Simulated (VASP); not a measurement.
Runs of VASP 6.6.1 on AlGa2P3 (an interface model). The cell holds layers of an interface, 12 atoms: a = 3.846 Å, b = 5.438 Å, c = 11.576 Å, α = 90.00°, β = 90.00°, γ = 90.00°. 

| level | smearing | gap on the mesh (eV) | pressure (GPa) | largest force (eV/Å) |
| --- | --- | --- | --- | --- |
| PBE | fermi-dirac 0.05 eV | 0.71 | (a) | 6.98 |
| PBEsol | tetrahedron | 0.60 | 3.7 | 6.94 |
| PBEsol | fermi-dirac 0.05 eV | 0.60 | 3.7 | 6.94 |
| PBEsol | gaussian 0.01 eV | 0.60 | 3.7 | 6.94 |

Alike in all rows: task single point; potentials or basis VASP PAW PBE potentials, release 64 (Al, Ga_d, P); no spin polarisation; cell as given; k mesh 4 × 3 × 1; cutoff (eV) 520.

Problem. Fill in the values left out.

Solution. (a) 6.3.

Caveats: all runs use coarse meshes; semilocal functionals underestimate gaps, and a narrow one can read as zero; the PAW data sets were made with another functional, which shifts forces and pressure a little (at least some runs).

A k mesh can miss the band edges, and the runs leave out spin-orbit coupling on Ga.
